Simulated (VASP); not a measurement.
Crystal: ScAl4As.

```
Sc Al As
1.0
     0.00000    3.85067    3.85067
     3.85067    0.00000    3.85067
     3.85067    3.85067    0.00000
Sc Al As
1 4 1
Direct
  0.25000 0.25000 0.25000
  0.62422 0.12733 0.62422
  0.62422 0.62422 0.12733
  0.62422 0.62422 0.62422
  0.12733 0.62422 0.62422
  0.00000 0.00000 0.00000
```

The cell was built from a structure type or drawn by symmetry, and may not be a known phase.

Base run:

```yaml
Program: VASP 6.6.1
Functional: PBE
Potentials_or_basis: VASP PAW PBE potentials, release 64 (Sc_sv, Al, As)
Cutoff: 520 eV
k_mesh: 4 × 4 × 4
Occupations: gaussian, width 0.1 eV
Spin: no spin polarisation
```

Its results: pressure -3.4 GPa; largest force 0.026 eV/Å.

Q: The run is repeated on the same cell with these changes: spin from no spin polarisation to collinear spin; further incar settings from ALGO = Normal; EDIFF = 1e-06; NBANDS = 23 to ALGO = Normal; EDIFF = 1e-07; NBANDS = 27. What comes out?

A: Pressure -3.4 GPa; net moment 0.78 μB per cell; site moments Sc +0.26; Al +0.01; As +0.07 μB; largest force 0.016 eV/Å.

Caveats: the cell stands under tension.
